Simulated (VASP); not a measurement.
Crystal: Ta.

```
CELL_PARAMETERS angstrom
-1.65128 1.65128 1.65128
1.65128 -1.65128 1.65128
1.65128 1.65128 -1.65128
ATOMIC_POSITIONS crystal
Ta 0.00000 0.00000 0.00000
```

```yaml
Program: VASP 6.6.1
Task: relaxation of cell and atoms
Functional: PBEsol
Potentials_or_basis: VASP PAW PBE potentials, release 64 (Ta_pv)
Cutoff: 600 eV
k_mesh: 9 × 9 × 9
Occupations: methfessel-paxton, width 0.05 eV
Spin: no spin polarisation
```

At the start: pressure -3.9 GPa; volume 18.01 Å³/atom.

Problem. How do energy, volume and symmetry change on relaxing?

Solution. Over 4 steps the energy falls by 5.5 meV/atom and the volume is 17.58 Å³/atom (-2.4 %); space group Im-3m (No. 229, to 0.05 Å).

The path:
```
step  energy change (eV)  largest force (eV/Å)  pressure (GPa)  volume (Å³)
   1              0.0000                0.0000           -3.95        18.01
   2              0.0136                0.0000            9.06        16.88
   3             -0.0055                0.0000           -0.21        17.60
   4             -0.0055                0.0000           -0.04        17.58
```

Final structure:
```
Ta
1.0
    -1.63804    1.63804    1.63804
     1.63804   -1.63804    1.63804
     1.63804    1.63804   -1.63804
Ta
1
Direct
  0.00000 0.00000 0.00000
```

Caveat: the PAW data sets were made with another functional, which shifts forces and pressure a little.
